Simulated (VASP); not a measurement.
Crystal: BP.

```
CELL_PARAMETERS angstrom
0.00000 2.26900 2.26900
2.26900 0.00000 2.26900
2.26900 2.26900 0.00000
ATOMIC_POSITIONS crystal
B 0.00000 0.00000 0.00000
P 0.25000 0.25000 0.25000
```

Program: VASP 6.6.1. Alike in all runs: task single point; no spin polarisation; cell as given; k mesh 8 × 8 × 8; cutoff (eV) 500; smearing fermi-dirac 0.1 eV.

Problem. Order these runs on this cell by their pressure, lowest first.
A. level BLYP; potentials or basis VASP PAW PBE potentials, release 64 (B, P)
B. level LDA; potentials or basis VASP PAW LDA potentials, release 64 (B, P)
C. level PBE; potentials or basis VASP PAW PBE potentials, release 64 (B, P)

Solution. B (-5.3 GPa), C (0.9 GPa), A (5.9 GPa).

Caveats: the PAW data sets were made with another functional, which shifts forces and pressure a little (some runs).
